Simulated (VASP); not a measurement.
Si8O15 (a cell with a defect): relaxation of the atoms with PBE

The system is Si8O15 (a cell with a defect).

```
CELL_PARAMETERS angstrom
-4.22440 -4.22440 0.00000
4.22440 -4.22440 0.00000
0.00000 0.00000 5.37920
ATOMIC_POSITIONS crystal
Si 0.50000 0.50000 0.00000
Si 0.00000 0.50000 0.25000
Si 0.50000 0.50000 0.50000
Si 0.00000 0.50000 0.75000
Si 0.00000 0.00000 0.00000
Si 0.50000 0.00000 0.25000
Si 0.00000 0.00000 0.50000
Si 0.50000 0.00000 0.75000
O 0.19310 0.50000 0.00000
O 0.00000 0.19310 0.25000
O 0.80690 0.50000 0.00000
O 0.00000 0.80690 0.25000
O 0.19310 0.50000 0.50000
O 0.00000 0.19310 0.75000
O 0.80690 0.50000 0.50000
O 0.00000 0.80690 0.75000
O 0.69310 0.00000 0.00000
O 0.50000 0.69310 0.25000
O 0.30690 0.00000 0.00000
O 0.50000 0.30690 0.25000
O 0.69310 0.00000 0.50000
O 0.50000 0.30690 0.75000
O 0.30690 0.00000 0.50000
```

```yaml
Program: VASP 6.6.1
Task: relaxation of the atoms
Functional: PBE
Potentials_or_basis: VASP PAW PBE potentials, release 64 (Si, O)
Cutoff: 520 eV
k_mesh: 2 × 2 × 2
Occupations: gaussian, width 0.05 eV
Spin: no spin polarisation
Dipole_correction: no
Further_INCAR_settings: LREAL = Auto; ALGO = Normal; EDIFF = 1e-06; IBRION = 2; EDIFFG = -0.03; NSW = 80
```

```json
{"Energy gained by relaxing": "5.6 meV/atom", "Ionic steps": "12", "Pressure after relaxing": "-0.2 GPa", "Largest force after relaxing": "0.016 eV/Å", "Band gap on the k mesh": "2.84 eV"}
```

Forces on the atoms (eV/Å):
```
Si   0.000  0.000  0.004
Si  -0.003  0.003  0.000
Si   0.000  0.000 -0.004
Si   0.000  0.000  0.000
Si   0.002 -0.002 -0.007
Si  -0.003  0.003  0.000
Si   0.002 -0.002  0.007
Si   0.007 -0.007  0.000
O    0.002  0.005  0.002
O   -0.002  0.002  0.000
O   -0.005 -0.002  0.002
O    0.003 -0.003  0.000
O    0.002  0.005 -0.002
O   -0.003  0.003  0.000
O   -0.005 -0.002 -0.002
O    0.003 -0.003  0.000
O    0.003  0.001  0.005
O    0.002 -0.002  0.000
O   -0.001 -0.003  0.005
O    0.002 -0.002  0.000
O    0.003  0.001 -0.005
O   -0.011  0.011  0.000
O   -0.001 -0.003 -0.005
```

Stress tensor (GPa, compression positive):
```
 0.81  1.33  0.00
 1.33  0.81  0.00
 0.00  0.00 -2.18
```

The path:
```tsv
step	energy change (eV)	largest force (eV/Å)	pressure (GPa)
1	0.0000	1.5268	0.81
2	-0.0723	0.9171	-0.64
3	-0.0943	0.3721	-0.23
4	-0.1212	0.2239	-0.37
5	-0.1212	0.2341	-0.38
6	-0.1259	0.2984	-0.22
7	-0.1267	0.1546	-0.26
8	-0.1292	0.0511	-0.19
9	-0.1292	0.0515	-0.20
10	-0.1295	0.0346	-0.21
11	-0.1295	0.0339	-0.21
12	-0.1296	0.0158	-0.19
```

Final structure:
```
Si O
1.0
    -4.22440   -4.22440    0.00000
     4.22440   -4.22440    0.00000
     0.00000    0.00000    5.37920
Si O
8 15
Direct
  0.50000 0.50624 0.99088
  0.00000 0.50214 0.25000
  0.50000 0.50624 0.50912
  0.00000 0.50104 0.75000
  0.00000 0.99917 0.99923
  0.50000 0.00026 0.25000
  0.00000 0.99917 0.50077
  0.50000 0.00358 0.75000
  0.19321 0.50201 0.99808
  0.00000 0.19341 0.25000
  0.80679 0.50201 0.99808
  0.00000 0.80689 0.25000
  0.19321 0.50201 0.50192
  0.00000 0.19336 0.75000
  0.80679 0.50201 0.50192
  0.00000 0.80674 0.75000
  0.69338 0.99428 0.99794
  0.50000 0.69605 0.25000
  0.30662 0.99428 0.99794
  0.50000 0.30765 0.25000
  0.69338 0.99428 0.50206
  0.50000 0.29981 0.75000
  0.30662 0.99428 0.50206
```

Levels at points of the mesh, in eV from the valence-band top:
| k point | band 57 | band 58 | band 59 | band 60 | band 61 | band 62 | band 63 | band 64 | band 65 | band 66 |
| --- | --- | --- | --- | --- | --- | --- | --- | --- | --- | --- |
| (0.00, 0.00, 0.00) | -2.91 | -2.65 | -2.41 | -1.58 | -1.10 | 3.62 | 4.28 | 4.28 | 5.24 | 5.40 |
| (0.50, 0.00, 0.00) | -3.20 | -2.86 | -2.56 | -2.37 | -0.33 | 3.83 | 4.54 | 5.11 | 5.42 | 5.87 |
| (0.00, 0.50, 0.00) | -2.90 | -2.75 | -2.38 | -2.18 | -0.76 | 3.04 | 4.30 | 5.05 | 5.84 | 5.96 |
| (0.50, 0.50, 0.00) | -2.77 | -2.63 | -2.62 | -2.39 | -0.48 | 3.42 | 5.07 | 5.33 | 5.85 | 6.42 |
| (0.00, 0.00, 0.50) | -2.90 | -2.73 | -2.37 | -2.14 | -0.27 | 2.84 | 3.92 | 5.85 | 5.93 | 6.19 |
| (0.50, 0.00, 0.50) | -2.77 | -2.57 | -2.38 | -2.19 | -0.07 | 3.62 | 4.17 | 5.93 | 6.09 | 6.16 |
| (0.00, 0.50, 0.50) | -2.60 | -2.35 | -2.32 | -2.23 | -0.38 | 2.88 | 3.73 | 6.01 | 6.32 | 6.81 |
| (0.50, 0.50, 0.50) | -2.84 | -2.81 | -2.72 | -2.61 | 0.00 | 3.57 | 3.81 | 6.68 | 7.05 | 7.07 |

Run time: 9.9 min on 1 thread of Intel(R) Xeon(R) Platinum 8488C (Sapphire Rapids) (shared host), peak memory 0.33 GiB.

Caveat: the k points lie up to 0.58 Å⁻¹ apart.
